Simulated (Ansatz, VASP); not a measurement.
Two plane-wave programs on Mo

File INCAR:

```
  PREC = Accurate
  ENCUT = 520
  EDIFF = 1E-7
  ISMEAR = -1
  SIGMA = 0.1
  LREAL = F
  LASPH = T
  NELM = 100
  ALGO = Normal
  ISIF = 2
  LWAVE = F
  LCHARG = F
  GGA = PS
  NBANDS = 21
```

KPOINTS

```
regular mesh
0
Gamma
  15 15 8
```

Contents of POSCAR:

```
Mo
1.0
    2.7701662523      0.0000000000      0.0000000000
   -1.3850831261      2.3990343472      0.0000000000
    0.0000000000      0.0000000000      4.8863818994
Mo
2
Direct
    0.3333333333      0.6666666667      0.2500000000
    0.6666666667      0.3333333333      0.7500000000
```

Input for Ansatz:

```yaml
crystal:
  lattice:
    - [2.7701662523, 0.0, 0.0]
    - [-1.3850831261, 2.3990343472, 0.0]
    - [0.0, 0.0, 4.8863818994]
  atoms:
    - { symbol: Mo, position: [0.3333333333, 0.6666666667, 0.25] }
    - { symbol: Mo, position: [0.6666666667, 0.3333333333, 0.75] }
hamiltonian:
  xc: pbesol
  pseudopotentials:
    kind: paw
    azcp:
      Mo: "pseudopotentials/Mo.paw.azcp"
basis:
  ecutwfc: 420
  fft_grid_basis: typed
kpoints:
  mp_grid: { grid: [15, 15, 8], shift: [0, 0, 0] }
magnetization:
  spin_polarized: false
scf:
  occupations: { method: fermi_dirac, width: 0.1 }
  lower_state_search: "off"
output:
  stress: true
  write_density: true
  write_potential: true
  elf: true
  volumetric_format: npy
```

Alike in both runs: task single point; functional PBEsol; k mesh 15 × 15 × 8; occupations fermi-dirac, width 0.1 eV; no spin polarisation.

```csv
,VASP,Ansatz
version,VASP 6.6.1,Ansatz 0.2.0
potentials or method,"VASP PAW PBE potentials, release 64 (Mo_sv), cutoff 520 eV","plane waves (420 eV) with PAW, scalar-relativistic"
valence electrons in the cell,28,28
```

|  | VASP | Ansatz | Ansatz less VASP |
| --- | --- | --- | --- |
| pressure (GPa) | -8.9 | -9.3 | -0.41 |
| traceless stress, the component that is largest in VASP (GPa) | 1.08 | 1.16 | +0.080 |

VASP's potentials were made for PBE, not for PBEsol, and Ansatz warns of the same on its side. With one functional, cell and mesh, what is left measures potentials, basis and numerics.
